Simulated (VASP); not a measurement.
Wanted: the native input for a VASP 6.6.1 run.

```
Task                   : relaxation of cell and atoms
Functional             : LDA
Potentials or basis    : VASP PAW LDA potentials, release 64 (Ag, Br)
Cutoff                 : 500 eV
k mesh                 : 12 × 12 × 12
Occupations            : gaussian, width 0.01 eV
Spin                   : no spin polarisation
Target pressure        : -3 GPa
Dipole correction      : no
Further INCAR settings : ALGO = Normal; EDIFF = 1e-07; IBRION = 2; EDIFFG = -0.001; NSW = 80; ISIF = 3
```

The structure of AgBr lies in POSCAR:

```
AgBr
1.0
    0.0000000000      2.7918978539      2.7918978539
    2.7918978539      0.0000000000      2.7918978539
    2.7918978539      2.7918978539      0.0000000000
Ag Br
1 1
Direct
    0.5000000000      0.5000000000      0.5000000000
    0.0000000000      0.0000000000      0.0000000000
```

The input as run:

INCAR

```
SYSTEM = AgBr
PREC = Accurate
ENCUT = 500
EDIFF = 1E-7
ISMEAR = 0
SIGMA = 0.01
LREAL = .FALSE.
LASPH = .TRUE.
NELM = 120
ALGO = Normal
ISIF = 3
LWAVE = .FALSE.
LCHARG = .FALSE.
GGA = CA
IBRION = 2
NSW = 80
EDIFFG = -0.001
PSTRESS = -30.0
GGA_COMPAT = .FALSE.
NELMIN = 4
```

KPOINTS

```
regular mesh
0
G
  12 12 12
  0 0 0
```

Potentials or basis: VASP PAW LDA potentials, release 64 (Ag, Br).

Launch:

```sh
$ cat potpaw_LDA.64/Ag/POTCAR potpaw_LDA.64/Br/POTCAR > POTCAR
$ mpirun -np 1 vasp_std > vasp.out
```

Results of the run:

```
Relaxed volume                                             : 23.03 Å³/atom
Relaxed cell                                               : a = 4.024 Å, b = 4.024 Å, c = 4.024 Å, α = 60.00°, β = 60.00°, γ = 60.00°
Space group after relaxing (to 0.1 Å)                      : Fm-3m (No. 225)
Energy change on relaxing (the run minimises the enthalpy) : +12.2 meV/atom
Ionic steps                                                : 3
Pressure after relaxing                                    : -3.0 GPa
Band gap on the k mesh                                     : 0.41 eV (least direct gap 2.43 eV)
```

Caveat: the cell is relaxed towards a set pressure, so the run minimises the enthalpy, not the energy.

It took 35 s on 1 thread of Intel(R) Xeon(R) 6975P-C (Granite Rapids), with other jobs on the host, peak memory 0.18 GiB.
